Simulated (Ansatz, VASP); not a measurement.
# Two plane-wave programs on InSb

INCAR

```
PREC = Accurate
ENCUT = 520
EDIFF = 1E-7
ISMEAR = 0
SIGMA = 0.15
LREAL = F
LASPH = T
NELM = 60
ALGO = Normal
ISIF = 2
LWAVE = F
LCHARG = F
GGA = PE
NBANDS = 16
```

The input KPOINTS:

```
Automatic mesh
0
Gamma
  16 16 8
```

File POSCAR:

```
InSb
1.0
    2.9843563200      0.0000000000      0.0000000000
    0.0000000000      2.9843563200      0.0000000000
    0.0000000000      0.0000000000      6.0290059000
In Sb
1 1
Direct
    0.0000000000      0.0000000000      0.0000000000
    0.0000000000      0.0000000000      0.5000000000
```

Input for Ansatz:

```yaml
crystal:
  lattice:
    - [2.98435632, 0.0, 0.0]
    - [0.0, 2.98435632, 0.0]
    - [0.0, 0.0, 6.0290059]
  atoms:
    - { symbol: In, position: [0.0, 0.0, 0.0] }
    - { symbol: Sb, position: [0.0, 0.0, 0.5] }
basis:
  ecutwfc: 420
kpoints:
  mp_grid: { grid: [16, 16, 8] }
hamiltonian:
  xc: pbe
scf:
  occupations: { method: gaussian, width: 0.15 }
output:
  forces: true
  stress: true
  eigenvalues: true
  write_density: true
  write_potential: true
  elf: true
  volumetric_format: npy
```

Change from the starting cell: strain -0.030 along x and y, -0.030 along z, atoms carried along.

Alike in both runs: task single point; functional PBE; k mesh 16 × 16 × 8; occupations gaussian, width 0.15 eV; no spin polarisation.

|  | VASP | Ansatz |
| --- | --- | --- |
| version | VASP 6.6.1 | Ansatz 0.2.0 |
| potentials or method | VASP PAW PBE potentials, release 64 (In_d, Sb), cutoff 520 eV | scalar-relativistic, plane waves, PAW |
| valence electrons in the cell | 18 | 28 |

VASP gave:

- gap on the k mesh at the Fermi level (eV): none
- pressure (GPa): 5.8
- traceless stress, the component that is largest in VASP (GPa): -0.58

Problem. Which values does Ansatz return?

Solution. gap on the k mesh at the Fermi level (eV): none; pressure (GPa): 5.7; traceless stress, the component that is largest in VASP (GPa): -0.56.

A gap of «none» marks a metal or a gap that the smearing closes. VASP's potentials hold 18 valence electrons a cell and Ansatz's 28, so a difference there can come from the potentials and not from the codes.

Neither program's run includes spin-orbit coupling.
